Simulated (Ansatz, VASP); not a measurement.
# Two plane-wave programs on LiCl

```
CELL_PARAMETERS angstrom
0.00000 2.54940 2.54940
2.54940 0.00000 2.54940
2.54940 2.54940 0.00000
ATOMIC_POSITIONS crystal
Li 0.50000 0.50000 0.50000
Cl 0.00000 0.00000 0.00000
```

Alike in both runs: task single point; functional PBE; k mesh 8 × 8 × 8; occupations gaussian, width 0.02 eV; no spin polarisation.

```csv
,VASP,Ansatz
version,VASP 6.6.1,Ansatz 0.2.0
potentials or method,"VASP PAW PBE potentials, release 64 (Li_sv, Cl), cutoff 520 eV","scalar-relativistic, plane waves, PAW"
valence electrons in the cell,10,10
```

Ansatz gave:

- gap on the k mesh at the Fermi level (eV): 6.43
- least direct gap on the mesh (eV): 6.43

Task: What did VASP give for the same quantities?

Result: gap on the k mesh at the Fermi level (eV): 6.45; least direct gap on the mesh (eV): 6.45.

Noted on VASP's run: the cutoff is short for stress, so the pressure is rough.
